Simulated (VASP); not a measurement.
Write the native input for VASP 6.6.1 that does the following.

| Property | Result |
| --- | --- |
| Task | single point |
| Functional | PBEsol |
| Potentials or basis | VASP PAW PBE potentials, release 64 (Hf_pv, N) |
| Cutoff | 600 eV |
| k mesh | 12 × 12 × 12 |
| Occupations | fermi-dirac, width 0.15 eV |
| Spin | no spin polarisation |
| Dipole correction | no |
| Further INCAR settings | ALGO = Normal; EDIFF = 1e-06; NBANDS = 14 |

The structure of HfN lies in POSCAR:

```
HfN
1.0
    0.0000000000      2.4548220000      2.4548220000
    2.4548220000      0.0000000000      2.4548220000
    2.4548220000      2.4548220000      0.0000000000
Hf N
1 1
Direct
    0.0000000000      0.0000000000      0.0000000000
    0.2500000000      0.2500000000      0.2500000000
```

These files were run (other wordings do the same):

INCAR

```
PREC     = Accurate       # precision mode
ENCUT    = 600            # plane-wave cutoff, eV
EDIFF    = 1E-6           # SCF threshold, eV
ISMEAR   = -1             # smearing method
SIGMA    = 0.15           # smearing width, eV
LREAL    = False          # projectors in reciprocal space
LASPH    = True           # aspherical terms in the spheres
NELM     = 120            # most SCF steps
ALGO     = Normal         # electronic algorithm
ISIF     = 2              # what is computed and relaxed
LWAVE    = False          # write WAVECAR
LCHARG   = True           # write CHGCAR
GGA      = PS             # functional
LELF     = True           # ELF
LVHAR    = True         
NBANDS   = 14             # bands
GGA_COMPAT= False
```

KPOINTS

```
Automatic mesh
0
Gamma
  12 12 12
```

Potentials or basis: VASP PAW PBE potentials, release 64 (Hf_pv, N).

Launch:

```sh
$ cat potpaw_PBE.64/Hf_pv/POTCAR potpaw_PBE.64/N/POTCAR > POTCAR
$ mpirun -np 1 vasp_std > vasp.out
```

It gave:

The pressure is -5.9 GPa. The band gap on the k mesh is zero (an odd number of electrons rules out a gap without spin polarisation).

Caveat: the cell stands under tension; the PAW data sets were made with another functional, which shifts forces and pressure a little; spin-orbit coupling is left out, which moves the levels of the heavy elements.

Wall time 19 s on 1 thread of Intel(R) Xeon(R) 6975P-C (Granite Rapids), on a shared host, peak memory 0.18 GiB.
